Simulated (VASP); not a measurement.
Set up this calculation in VASP 6.6.1, as the native input.

```
Task                   : single point
Functional             : PBEsol
Potentials or basis    : VASP PAW PBE potentials, release 64 (Hf_pv)
Cutoff                 : 520 eV
k mesh                 : 13 × 13 × 4
Occupations            : fermi-dirac, width 0.1 eV
Spin                   : no spin polarisation
Dipole correction      : no
Further INCAR settings : ALGO = Normal; EDIFF = 1e-07; NBANDS = 28
```

The structure of Hf lies in POSCAR:

```
Hf
1.0
    3.1542965989      0.0000000000      0.0000000000
   -1.5771482994      2.7317009858      0.0000000000
    0.0000000000      0.0000000000     10.0881390220
Hf
4
Direct
    0.0000000000      0.0000000000      0.0000000000
    1.0000000000      0.0000000000      0.5000000000
    0.3333333333      0.6666666667      0.2500000000
    0.6666666667      0.3333333333      0.7500000000
```

The input as run:

INCAR

```
  ALGO = Normal
  EDIFF = 1E-7
  ENCUT = 520
  GGA = PS
  ISIF = 2
  ISMEAR = -1
  LASPH = T
  LCHARG = F
  LREAL = F
  LWAVE = F
  NBANDS = 28
  NELM = 100
  PREC = Accurate
  SIGMA = 0.1
```

KPOINTS

```
k-points
0
Gamma
  13 13 4
```

Potentials or basis: VASP PAW PBE potentials, release 64 (Hf_pv).

Launch:

```console
$ cat potpaw_PBE.64/Hf_pv/POTCAR > POTCAR
$ mpirun -np 1 vasp_std > vasp.out
```

Results of the run:

```
Pressure               : -0.3 GPa
Band gap on the k mesh : zero (band 20 reaches 5.95 eV, above the bottom of band 21 at 4.31 eV)
```

Caveat: the PAW data sets were made with another functional, which shifts forces and pressure a little; spin-orbit coupling is left out, which moves the levels of the heavy elements.

Run time: 72 s on 1 thread of Intel(R) Xeon(R) 6975P-C (Granite Rapids) (shared host), peak memory 0.27 GiB.
